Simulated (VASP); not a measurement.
A run of VASP 6.6.1 is set up as follows.

The input INCAR:

```
ALGO     = Normal         # electronic algorithm
EDIFF    = 1E-7           # SCF threshold, eV
ENCUT    = 520            # plane-wave cutoff, eV
GGA      = PS             # functional
ISIF     = 2              # what is computed and relaxed
ISMEAR   = 0              # smearing method
LASPH    = T              # aspherical terms in the spheres
LCHARG   = T              # write CHGCAR
LELF     = T              # ELF
LREAL    = F              # projectors in reciprocal space
LVHAR    = T            
LWAVE    = F              # write WAVECAR
NBANDS   = 14             # bands
NELM     = 100            # most SCF steps
PREC     = Accurate       # precision mode
SIGMA    = 0.05           # smearing width, eV
```

File KPOINTS:

```
k-points
0
Gamma
  8 8 8
```

The input POSCAR:

```
NaF
1.0
    0.0000000000      2.0619287500      2.3233000000
    2.5846712500      0.0000000000      2.3233000000
    2.5846712500      2.0619287500      0.0000000000
Na F
1 1
Direct
    0.0000000000      0.0000000000      0.0000000000
    0.5000000000      0.5000000000      0.5000000000
```

Potentials or basis: VASP PAW PBE potentials, release 64 (Na_pv, F).

The run is started by

```bash
$ cat potpaw_PBE.64/Na_pv/POTCAR potpaw_PBE.64/F/POTCAR > POTCAR
$ mpirun -np 1 vasp_std > vasp.out
```

(1) What does it give for the pressure?

(2) Predict the band gap on the k mesh.

Answers

(1) 5.3 GPa.

(2) 6.10 eV, direct.

Caveat: the cell differs from its parent crystal (strain +0.1125 x Voigt [1, -1, 0, 0, 0, 0]); the PAW data sets were made with another functional, which shifts forces and pressure a little.
